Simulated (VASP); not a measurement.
CdTe (zincblende type):

```
Cd Te
1.0
     0.00000    3.10723    3.10723
     3.10723    0.00000    3.10723
     3.10723    3.10723    0.00000
Cd Te
1 1
Direct
  0.00000 0.00000 0.00000
  0.25000 0.25000 0.25000
```

```yaml
Program: VASP 6.6.1
Task: relaxation of cell and atoms
Functional: r2SCAN
Potentials_or_basis: VASP PAW PBE potentials, release 64 (Cd, Te)
Cutoff: 600 eV
k_mesh: 11 × 11 × 11
Occupations: fermi-dirac, width 0.1 eV
Spin: no spin polarisation
```

At the start: pressure 9.6 GPa; volume 30.00 Å³/atom.

Problem. How do energy, volume and symmetry change on relaxing?

Solution. Over 5 steps the energy falls by 136.7 meV/atom and the volume is 35.31 Å³/atom (+17.7 %); space group F-43m (No. 216, to 0.1 Å) before and after.

Step by step:
```csv
step,energy change (eV),largest force (eV/Å),pressure (GPa),volume (Å³)
1,0.0000,0.0000,9.62,60.00
2,-0.2118,0.0000,-2.84,77.04
3,-0.2733,0.0000,0.04,70.58
4,-0.2733,0.0000,-0.08,70.80
5,-0.2733,0.0000,0.02,70.63
```

Final structure:
```yaml
crystal:
  lattice:
    - [0.00000, 3.28082, 3.28082]
    - [3.28082, 0.00000, 3.28082]
    - [3.28082, 3.28082, 0.00000]
  atoms:
    - { symbol: Cd, position: [0.00000, 0.00000, 0.00000] }
    - { symbol: Te, position: [0.25000, 0.25000, 0.25000] }
```

Caveat: the volume moved by over 15 % at a fixed basis, so the end points are rough; the PAW data sets were made with another functional, which shifts forces and pressure a little.
